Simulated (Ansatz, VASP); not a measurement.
Two plane-wave programs on TiC

INCAR

```
SYSTEM = TiC
PREC = Accurate ; ENCUT = 520
EDIFF = 1E-6 ; ISMEAR = 0
SIGMA = 0.15 ; LREAL = .FALSE.
LASPH = .TRUE. ; NELM = 100
ALGO = Normal ; ISIF = 2
LWAVE = .FALSE. ; LCHARG = .FALSE.
GGA = PS ; NBANDS = 15
```

The input KPOINTS:

```
Automatic mesh
0
G
  24 24 24
  0 0 0
```

The input POSCAR:

```
TiC
1.0
    0.0000000000      2.0930183472      2.2540197585
    2.0930183472      0.0000000000      2.2540197585
    2.0930183472      2.0930183472      0.0000000000
Ti C
1 1
Direct
    0.0000000000      0.0000000000      0.0000000000
    0.5000000000      0.5000000000      0.5000000000
```

Input for Ansatz:

```yaml
crystal:
  lattice:
    - [0.0, 2.0930183472, 2.2540197585]
    - [2.0930183472, 0.0, 2.2540197585]
    - [2.0930183472, 2.0930183472, 0.0]
  atoms:
    - { symbol: Ti, position: [0.0, 0.0, 0.0] }
    - { symbol: C, position: [0.5, 0.5, 0.5] }
basis:
  ecutwfc: 420
kpoints:
  mp_grid: { grid: [24, 24, 24] }
hamiltonian:
  xc: pbesol
scf:
  occupations: { method: gaussian, width: 0.15 }
output:
  forces: true
  stress: true
  eigenvalues: true
```

Change from the starting cell: strain -0.025 along x and y, +0.050 along z, atoms carried along.

Alike in both runs: task single point; functional PBEsol; k mesh 24 × 24 × 24; occupations gaussian, width 0.15 eV; no spin polarisation.

```csv
,VASP,Ansatz
version,VASP 6.6.1,Ansatz 0.2.0
potentials or method,"VASP PAW PBE potentials, release 64 (Ti_sv, C), cutoff 520 eV","scalar-relativistic, plane waves, PAW"
valence electrons in the cell,16,16
```

VASP gave:

```
gap on the k mesh at the Fermi level (eV)                     : none
pressure (GPa)                                                : 3.4
traceless stress, the component that is largest in VASP (GPa) : -19.63
```

Which values does Ansatz return?

gap on the k mesh at the Fermi level (eV): none; pressure (GPa): 3.2; traceless stress, the component that is largest in VASP (GPa): -19.56.

VASP's potentials were made for PBE, not for PBEsol. A gap of «none» marks a metal or a gap that the smearing closes. With one functional, cell and mesh, what is left measures potentials, basis and numerics.
